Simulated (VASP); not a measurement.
Here is a VASP 6.6.1 calculation.

File INCAR:

```
SYSTEM = TiPd
PREC = Accurate ; ENCUT = 520
EDIFF = 1E-8 ; ISMEAR = -1
SIGMA = 0.15 ; LREAL = .FALSE.
LASPH = .TRUE. ; NELM = 100
ALGO = Normal ; ISIF = 2
LWAVE = .FALSE. ; LCHARG = .FALSE.
IBRION = 8 ; NSW = 1
```

KPOINTS

```
Automatic mesh
0
G
  14 14 14
  0 0 0
```

Contents of POSCAR:

```
TiPd
1.0
    3.0836929084      0.0000000000      0.0000000000
    0.0000000000      3.0836929084      0.0000000000
    0.0000000000      0.0000000000      3.0836929084
Ti Pd
1 1
Direct
    0.5000000000      0.5000000000      0.5000000000
    0.0000000000      0.0000000000      0.0000000000
```

Potentials or basis: VASP PAW LDA potentials, release 64 (Ti_sv, Pd).

Run with:

```console
$ cat potpaw_LDA.64/Ti_sv/POTCAR potpaw_LDA.64/Pd/POTCAR > POTCAR
$ mpirun -np 1 vasp_std > vasp.out
```

(1) What does it give for the highest phonon frequency at Γ?

## Answers

(1) 185 cm⁻¹.

Caveat: the cell stands under pressure or tension, which shifts response properties.
